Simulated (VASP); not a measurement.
A run of VASP 6.6.1 is set up as follows.

INCAR

```
SYSTEM = Zn15S16
ALGO = Normal
EDIFF = 1E-8
ENCUT = 520
GGA = PE
ISIF = 2
ISMEAR = -1
LASPH = .True.
LCHARG = .False.
LEFG = .True.
LREAL = Auto
LWAVE = .False.
NBANDS = 159
NELECT = 278.0
NELM = 100
PREC = Accurate
SIGMA = 0.01
```

Contents of KPOINTS:

```
k-points
0
Gamma
  3 3 2
  0 0 0
```

The input POSCAR:

```
Zn15S16
1.0
    7.6454000000      0.0000000000      0.0000000000
   -3.8227000000      6.6211106220      0.0000000000
    0.0000000000      0.0000000000     12.5200000000
Zn S
15 16
Direct
    0.0000000000      0.0000000000      0.0000000000
    0.0000000000      0.5000000000      0.0000000000
    0.5000000000      0.0000000000      0.0000000000
    0.5000000000      0.5000000000      0.0000000000
    0.0000000000      0.0000000000      0.5000000000
    0.0000000000      0.5000000000      0.5000000000
    0.5000000000      0.0000000000      0.5000000000
    0.5000000000      0.5000000000      0.5000000000
    0.1666666666      0.8333333334      0.2500000000
    0.6666666666      0.3333333334      0.2500000000
    0.6666666666      0.8333333334      0.2500000000
    0.3333333334      0.1666666666      0.7500000000
    0.3333333334      0.6666666666      0.7500000000
    0.8333333334      0.1666666666      0.7500000000
    0.8333333334      0.6666666666      0.7500000000
    0.0000000000      0.0000000000      0.1875000000
    0.0000000000      0.5000000000      0.1875000000
    0.5000000000      0.0000000000      0.1875000000
    0.5000000000      0.5000000000      0.1875000000
    0.0000000000      0.0000000000      0.6875000000
    0.0000000000      0.5000000000      0.6875000000
    0.5000000000      0.0000000000      0.6875000000
    0.5000000000      0.5000000000      0.6875000000
    0.1666666666      0.3333333334      0.4375000000
    0.1666666666      0.8333333334      0.4375000000
    0.6666666666      0.3333333334      0.4375000000
    0.6666666666      0.8333333334      0.4375000000
    0.3333333334      0.1666666666      0.9375000000
    0.3333333334      0.6666666666      0.9375000000
    0.8333333334      0.1666666666      0.9375000000
    0.8333333334      0.6666666666      0.9375000000
```

Potentials or basis: VASP PAW PBE potentials, release 64 (Zn, S).

Launch:

```console
$ cat potpaw_PBE.64/Zn/POTCAR potpaw_PBE.64/S/POTCAR > POTCAR
$ mpirun -np 1 vasp_std > vasp.out
```

(1) What does it give for the largest force?

## Answers

(1) 1.073 eV/Å.

Caveat: the cell carries a net charge on a neutralising background, which shifts energy and pressure; without QUAD_EFG the Cq values of the log hold for a quadrupole moment of 1 mb, not for the nuclei.
